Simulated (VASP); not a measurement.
Br: single point with revpbe exchange, lda correlation

The system is Br.

```xyz
1
Lattice="-1.4514 1.4514 3.6477 1.4514 -1.4514 3.6477 1.4514 1.4514 -3.6477" Properties=species:S:1:pos:R:3 pbc="T T T"
Br    0.0000    0.0000    0.0000
```

```
Program                : VASP 6.6.1
Task                   : single point
Functional             : revpbe exchange, lda correlation
Potentials or basis    : VASP PAW PBE potentials, release 64 (Br)
Cutoff                 : 500 eV
k mesh                 : 10 × 10 × 10
Occupations            : gaussian, width 0.025 eV
Spin                   : non-collinear spin, typed start
Starting moments       : [[0.0, 0.0, 0.5]] μB
Dipole correction      : no
Further INCAR settings : ALGO = Normal; EDIFF = 1e-06; NBANDS = 18
```

| Item | Value |
| --- | --- |
| Pressure | 4.9 GPa |
| Band gap on the k mesh | zero (bands 7 and 8 overlap by 3.59 eV) |
| Net moment | 0.00 μB per cell |
| Valence electrons inside the program's atomic spheres | Br 4.78 |

Stress tensor (GPa, compression positive):
```
5.30 0.00 0.00
0.00 5.30 0.00
0.00 0.00 4.23
```

Levels at points of the mesh, in eV from the Fermi level:
```tsv
k point	band 5	band 6	band 7	band 8	band 9	band 10	band 11	band 12
(0.00, 0.00, 0.00)	0.79	0.79	0.80	0.80	6.07	6.07	10.14	10.14
(0.50, 0.00, 0.00)	-1.73	-1.73	1.57	1.57	7.03	7.03	12.10	12.10
(0.50, 0.50, 0.00)	-3.84	-3.84	-0.64	-0.64	6.29	6.29	8.83	8.83
(0.50, 0.50, 0.50)	0.66	0.66	0.66	0.66	9.67	9.67	9.72	9.72
```

Moments on the atoms (μB; x, y, z):
```
Br  0.00 0.00 0.00
```

It took 2.4 min on 1 thread of Intel(R) Xeon(R) Platinum 8488C (Sapphire Rapids), with other jobs on the host, peak memory 0.36 GiB.

Caveat: the cell stands under pressure; the PAW data sets were made with another functional, which shifts forces and pressure a little.
